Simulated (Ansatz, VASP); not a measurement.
# One calculation of EuBe3, two programs

```
Eu Be
1.0
     3.71372    0.00000    0.00000
     0.00000    3.71372    0.00000
     0.00000    0.00000    3.71372
Eu Be
1 3
Direct
  0.00000 0.00000 0.00000
  0.50000 0.00000 0.50000
  0.00000 0.50000 0.50000
  0.50000 0.50000 0.00000
```

Change from the starting cell: species swapped into the HoPd3 type (Pm-3m, No. 221).

Alike in both runs: task single point; functional PBE; k mesh 6 × 6 × 6; occupations gaussian, width 0.1 eV; collinear spin.

|  | VASP | Ansatz |
| --- | --- | --- |
| version | VASP 6.6.1 | Ansatz 0.2.0 |
| potentials or method | VASP PAW PBE potentials, release 64 (Eu, Be), cutoff 520 eV | scalar-relativistic, plane waves, PAW |
| valence electrons in the cell | 23 | 23 |

```csv
,VASP,Ansatz,Ansatz less VASP
gap on the k mesh at the Fermi level (eV),none,none,-
pressure (GPa),20.1,19.8,-0.22
net moment per atom (μB),1.81,1.81,-0.006
size of the moment on the site where the two differ most (μB),6.43,6.38,-0.052
```

Site moments also hang on the region over which each program counts them. A gap of «none» marks a metal or a gap that the smearing closes. With one functional, cell and mesh, what is left measures potentials, basis and numerics.

Spin-orbit coupling is off throughout.
